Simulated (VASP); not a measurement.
# Si2N (P1) in VASP: relaxation of cell and atoms with PBE

Aim: the relaxation of cell and atoms of Si2N with PBE.

Everything below comes from runs of VASP 6.6.1. Logs are shortened: lines on timing, memory, paths and dates and some standing lists are left out, and cuts for length are marked.

## Step 1: The cell of the first run

The typed cell holds 6 atoms: a = 2.705 Å, b = 2.711 Å, c = 10.624 Å, α = 90.81°, β = 90.99°, γ = 89.94°.

## Step 2: Relaxation of cell and atoms, PBE

Contents of INCAR:

```
  PREC = Accurate
  ENCUT = 600
  EDIFF = 1E-7
  ISMEAR = 0
  SIGMA = 0.2
  LREAL = False
  LASPH = True
  NELM = 60
  ALGO = Normal
  ISIF = 3
  LWAVE = False
  LCHARG = False
  GGA = PE
  IBRION = 2
  NSW = 80
  EDIFFG = -0.025
```

Contents of KPOINTS:

```
Automatic mesh
0
Gamma
  8 8 2
```

Contents of POSCAR:

```
Si2N
1.0
    2.7048046234      0.0012334130     -0.0233626811
    0.0012334130      2.7106136578     -0.0190549073
   -0.0925474429     -0.0754829008     10.6232938509
Si N
4 2
Direct
    0.4726168279      0.0315409298      0.1159265772
    0.4281267026     -0.0065931723      0.6047564978
    0.0260402656      0.5250992015      0.3758808044
    0.0590332068      0.5205310098      0.8898751047
    0.0304083298      0.9039266619      0.0209708788
   -0.0162253328      1.0254953693      0.4925901370
```

Potentials or basis: VASP PAW PBE potentials, release 64 (Si, N).

Started as:

```
$ cat potpaw_PBE.64/Si/POTCAR potpaw_PBE.64/N/POTCAR > POTCAR
$ mpirun -np 1 vasp_std > vasp.out
```

OUTCAR:

```text
PREC = Accurate
   ENCUT = 600
   EDIFF = 1E-7
   ISMEAR = 0
   LREAL = False
   LASPH = True
   NELM = 60
   ISIF = 3
   GGA = PE
   IBRION = 2
   NSW = 80
   EDIFFG = -0.025

 ion  position               nearest neighbor table
   1  0.473  0.032  0.116-   5 1.59   5 1.86   4 2.96   4 2.96
   2  0.428  0.993  0.605-   6 1.68   6 1.94   3 2.92   3 3.03
   3  0.026  0.525  0.376-   6 1.83   6 1.85   2 2.92   2 3.03
   4  0.059  0.521  0.890-   5 1.73   5 2.19   1 2.96   1 2.96
   5  0.030  0.904  0.021-   1 1.59   4 1.73   1 1.86   4 2.19
   6  0.984  0.025  0.493-   2 1.68   3 1.83   3 1.85   2 1.94

  LATTYP: Found a triclinic cell.
 ALAT       =    12.0053785615
 B/A-ratio  =     0.2253078307
 C/A-ratio  =     0.2257888745
 COS(alpha) =     0.0009716978
 COS(beta)  =     0.0129489440
 COS(gamma) =     0.4659698959

  Lattice vectors:

 A1 = (  -5.5021566897,  -0.0779497268,  10.6700192131)
 A2 = (  -2.7048046234,  -0.0012334130,   0.0233626811)
 A3 = (  -0.0012334130,  -2.7106136578,   0.0190549073)

Analysis of symmetry for initial positions (statically):
=====================================================================
 Subroutine PRICEL returns:
 Original cell was already a primitive cell.

 Routine SETGRP: Setting up the symmetry group for a
 triclinic supercell.

 Subroutine GETGRP returns: Found  1 space group operations
 (whereof  1 operations were pure point group operations)
 out of a pool of  2 trial point group operations.

The static configuration has the point symmetry C_1 .

Analysis of symmetry for dynamics (positions and initial velocities):
=====================================================================
 Subroutine PRICEL returns:
 Original cell was already a primitive cell.

 Routine SETGRP: Setting up the symmetry group for a
 triclinic supercell.

 Subroutine GETGRP returns: Found  1 space group operations
 (whereof  1 operations were pure point group operations)
 out of a pool of  2 trial point group operations.

The dynamic configuration has the point symmetry C_1 .

 Subroutine INISYM returns: Found  1 space group operations
 (whereof  1 operations are pure point group operations),
 and found     1 'primitive' translations

----------------------------------------------------------------------------------------
[... 123 lines left out ...]
  Fermi-wavevector in a.u.,A,eV,Ry     =   1.135699  2.146160 17.548956  1.289812
  Thomas-Fermi vector in A             =   2.272404
   LORBIT       =      0    0 simple, 1 ext, 2 COOP (PROOUT), +10 PAW based schemes
   GGA     = PE    functional components
   LHFCALC =     F    Hartree Fock is set to
   AEXX    =    0.0000 exact exchange contribution
   IVDW    =     0    specifies the selected vdW correction
   LEPSILON=     F    determine dielectric tensor
   LRPA    =     F    only Hartree local field effects (RPA)
 conjugate gradient relaxation of ions
 non-spin polarized calculation
 Gauss-broadening in eV      SIGMA  =   0.20
  energy-cutoff  :      600.00
  volume of cell :       77.88
 maximum number of plane-waves:      2624
 NGX is ok and might be reduce to    24
   NGX = 11   NGY = 11   NGZ = 43

--------------------------------------- Ionic step        1  -------------------------------------------

 number of electron      26.0000000 magnetization

 Free energy of the ion-electron system (eV)
  ---------------------------------------------------
  ext. energy  EPLUGINS =         0.00000000
  ---------------------------------------------------
  free energy    TOTEN  =       -36.65666947 eV

  energy without entropy =      -36.62233346  energy(sigma->0) =      -36.63950147

------------------------ aborting loop because EDIFF is reached ----------------------------------------

  FORCE on cell =-STRESS in cart. coord.  units (eV):
  Direction    XX          YY          ZZ          XY          YZ          ZX
  --------------------------------------------------------------------------------------
  -------------------------------------------------------------------------------------
  Total        7.6471919      3.0830139     11.0523320      1.2207219      3.0948650      8.7497566
  in kB      157.3273751     63.4275289    227.3820769     25.1141818     63.6713447    180.0106828
  external PRESSURE =     149.3789936 kB  Pullay stress =       0.0000000 kB
[... 101 lines left out ...]
  FREE ENERGIE OF THE ION-ELECTRON SYSTEM (eV)
  ---------------------------------------------------
  free  energy   TOTEN  =       -36.9321892590 eV

  energy  without entropy=      -36.8973517966  energy(sigma->0) =      -36.91477053

[... ionic steps 4 to 54 ...]

--------------------------------------- Ionic step       55  -------------------------------------------

 number of electron      26.0000001 magnetization

------------------------ aborting loop because EDIFF is reached ----------------------------------------
[... 75 lines left out ...]
--------------------------------------- Ionic step       57  -------------------------------------------

 number of electron      26.0000001 magnetization

 Free energy of the ion-electron system (eV)
  ---------------------------------------------------
  ext. energy  EPLUGINS =         0.00000000
  ---------------------------------------------------
  free energy    TOTEN  =       -38.17500167 eV

  energy without entropy =      -38.16032909  energy(sigma->0) =      -38.16766538

 E-fermi :   8.1622     XC(G=0): -10.7881

 val. band max:        8.1307365319   @ k =   0.5000   0.1250   0.0000
 cond. band min:       8.2024094892   @ k =   0.3750   0.2500  -0.0000
 fundamental gap:      0.0716729573
 Fermi energy:         8.1622078337

 k-point     1 :       0.0000    0.0000    0.0000
  band No.  band energies     occupation
      1     -10.7421      2.00000
      2     -10.6852      2.00000
      3      -3.7782      2.00000
      4      -2.6849      2.00000
      5      -0.4485      2.00000
      6       3.3273      2.00000
[... 457 lines left out ...]
      4      -0.8654      2.00000
      5      -0.2678      2.00000
      6      -0.1526      2.00000
[... 9 lines left out ...]
     16      10.0680      0.00000
     17      11.0042      0.00000

 [... further k-points ...]

------------------------ aborting loop because EDIFF is reached ----------------------------------------

  FORCE on cell =-STRESS in cart. coord.  units (eV):
  Direction    XX          YY          ZZ          XY          YZ          ZX
  --------------------------------------------------------------------------------------
  -------------------------------------------------------------------------------------
  Total       -0.0030769      0.0531518      0.0062680     -0.0193859     -0.0229477     -0.0178538
  in kB       -0.0627137      1.0833394      0.1277533     -0.3951231     -0.4677184     -0.3638946
  external PRESSURE =       0.3827930 kB  Pullay stress =       0.0000000 kB
[... 21 lines left out ...]
  FREE ENERGIE OF THE ION-ELECTRON SYSTEM (eV)
  ---------------------------------------------------
  free  energy   TOTEN  =       -38.1750016686 eV

  energy  without entropy=      -38.1603290932  energy(sigma->0) =      -38.16766538

 reached required accuracy - stopping structural energy minimisation
```

Run time: 38 min. Hardware: 1 thread of AMD EPYC 7R13 (Zen 3), shared host; peak memory 0.24 GiB.

Results:

- Free energy: -38.1750 eV
- Relaxed volume: 13.10 Å³/atom
- Relaxed cell: a = 2.738 Å, b = 2.737 Å, c = 10.665 Å, α = 82.67°, β = 82.86°, γ = 90.54°
- Space group after relaxing (to 0.1 Å): C2 (No. 5)
- Energy gained by relaxing: 253.1 meV/atom
- Ionic steps: 57
- Pressure after relaxing: 0.0 GPa
- Largest force after relaxing: 0.018 eV/Å
- Band gap on the k mesh: zero (bands 13 and 14 overlap by 3.36 eV)

Forces on the atoms (eV/Å):
```
Si  -0.002  0.003  0.011
Si  -0.005 -0.003  0.007
Si   0.013  0.005  0.000
Si   0.009  0.002  0.005
N   -0.013  0.002 -0.012
N   -0.002 -0.009 -0.011
```

Stress tensor (GPa, compression positive):
```
-0.01 -0.04 -0.04
-0.04  0.11 -0.05
-0.04 -0.05  0.01
```

Step by step:
```
step  energy change (eV)  largest force (eV/Å)  pressure (GPa)  volume (Å³)
   1              0.0000                6.4148           14.94        77.88
   3             -0.2755                2.2087          -10.81        87.93
   5             -0.9517                1.7634           -0.78        81.58
   7             -0.9530                1.7797           -1.31        81.79
   9             -1.2481                1.8640            0.41        80.80
  11             -1.3990                0.7539            0.07        80.65
  13             -1.4467                0.2224           -1.04        80.71
  15             -1.4535                0.1662            0.23        79.99
  17             -1.4575                0.1207           -0.12        79.91
  19             -1.4630                0.1635           -0.03        79.46
  21             -1.4709                0.1187            0.05        79.10
  23             -1.4723                0.3874            0.70        77.43
  25             -1.4825                0.2049            0.29        78.19
  27             -1.4897                0.2821           -0.29        77.74
  29             -1.4988                0.2107            0.30        77.40
  31             -1.5005                0.2064            0.70        77.18
  33             -1.5094                0.2051           -0.28        77.76
  35             -1.5126                0.0844            0.35        77.75
  37             -1.5139                0.0618           -0.04        78.14
  39             -1.5148                0.0505           -0.03        78.26
  41             -1.5154                0.0534            0.14        78.28
  43             -1.5160                0.0631           -0.21        78.52
  45             -1.5165                0.0495           -0.13        78.58
  47             -1.5167                0.0477           -0.04        78.63
  49             -1.5173                0.0455            0.06        78.62
  51             -1.5174                0.0539            0.10        78.62
  53             -1.5178                0.0528           -0.22        78.73
  55             -1.5182                0.0316           -0.04        78.64
  57             -1.5183                0.0182            0.04        78.61
```

Final structure:
```cif
data_structure
_symmetry_space_group_name_H-M 'P 1'
_symmetry_Int_Tables_number 1
_cell_length_a 2.7378
_cell_length_b 2.7365
_cell_length_c 10.6650
_cell_angle_alpha 82.665
_cell_angle_beta 82.856
_cell_angle_gamma 90.538
_cell_volume 78.61
loop_
_atom_site_label
_atom_site_type_symbol
_atom_site_fract_x
_atom_site_fract_y
_atom_site_fract_z
_atom_site_occupancy
Si1 Si 0.44096 0.93544 0.11996 1
Si2 Si 0.43795 0.94413 0.61997 1
Si3 Si 0.05621 0.56654 0.38003 1
Si4 Si 0.05958 0.55830 0.87997 1
N1 N 0.00425 0.99349 0.00007 1
N2 N 0.00105 0.00211 0.49999 1
```

Levels at points of the mesh, in eV from the Fermi level:
| k point | band 9 | band 10 | band 11 | band 12 | band 13 | band 14 | band 15 | band 16 | band 17 |
| --- | --- | --- | --- | --- | --- | --- | --- | --- | --- |
| (0.00, 0.00, 0.00) | -3.74 | -3.74 | -3.73 | -0.50 | 1.08 | 2.62 | 4.55 | 6.40 | 6.76 |
| (0.50, 0.00, 0.00) | -3.01 | -2.97 | -2.95 | -2.63 | -2.21 | -0.24 | 0.87 | 3.13 | 4.95 |
| (0.00, 0.50, 0.00) | -3.01 | -2.98 | -2.96 | -2.59 | -2.21 | -0.26 | 0.90 | 3.10 | 4.98 |
| (0.50, 0.50, 0.00) | -3.19 | -2.84 | -1.90 | -1.34 | -0.84 | -0.64 | 0.21 | 1.14 | 1.34 |
| (0.00, 0.00, 0.50) | -3.74 | -3.73 | -2.16 | -2.16 | 1.99 | 2.00 | 5.27 | 5.28 | 6.79 |
| (0.50, 0.00, 0.50) | -3.34 | -3.34 | -2.98 | -2.96 | -0.78 | -0.77 | 1.69 | 1.71 | 5.88 |
| (0.00, 0.50, 0.50) | -3.35 | -3.33 | -2.98 | -2.98 | -0.76 | -0.73 | 1.65 | 1.70 | 5.88 |
| (0.50, 0.50, 0.50) | -3.04 | -3.02 | -1.60 | -1.56 | -0.87 | -0.85 | 0.82 | 0.86 | 1.52 |
